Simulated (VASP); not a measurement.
TePb (kl), 2 atoms in the cell. The structure is cubic, space group Fm-3m (No. 225). The conventional cell has a = 6.381 Å, b = 6.381 Å, c = 6.381 Å, α = 90.00°, β = 90.00°, γ = 90.00°. Te (site symmetry m-3m) has 6 Pb at 3.19 Å within 4.2 Å. Pb (site symmetry m-3m) has 6 Te at 3.19 Å within 4.2 Å. 

| Property | Result |
| --- | --- |
| Program | VASP 6.6.1 |
| Task | single point |
| Functional | LDA |
| Potentials or basis | VASP PAW LDA potentials, release 64 (Te, Pb_d) |
| Cutoff | 500 eV |
| k mesh | 10 × 10 × 10 |
| Occupations | gaussian, width 0.02 eV |
| Spin | no spin polarisation |
| Dipole correction | no |
| Further INCAR settings | ALGO = Normal; EDIFF = 1e-06; NBANDS = 17 |

Potentials or basis: VASP PAW LDA potentials, release 64 (Te, Pb_d).

Run with:

```sh
$ cat potpaw_LDA.64/Te/POTCAR potpaw_LDA.64/Pb_d/POTCAR > POTCAR
$ mpirun -np 1 vasp_std > vasp.out
```

Hardware: 1 thread of Intel Xeon 6975P-C, with other jobs on the host.

Q: How long does it take, and how much memory?

A: Run time: 32 s on 1 thread of Intel Xeon 6975P-C, on a shared host, peak memory 0.2 GiB. Counts: scf iterations 12, k points 47.
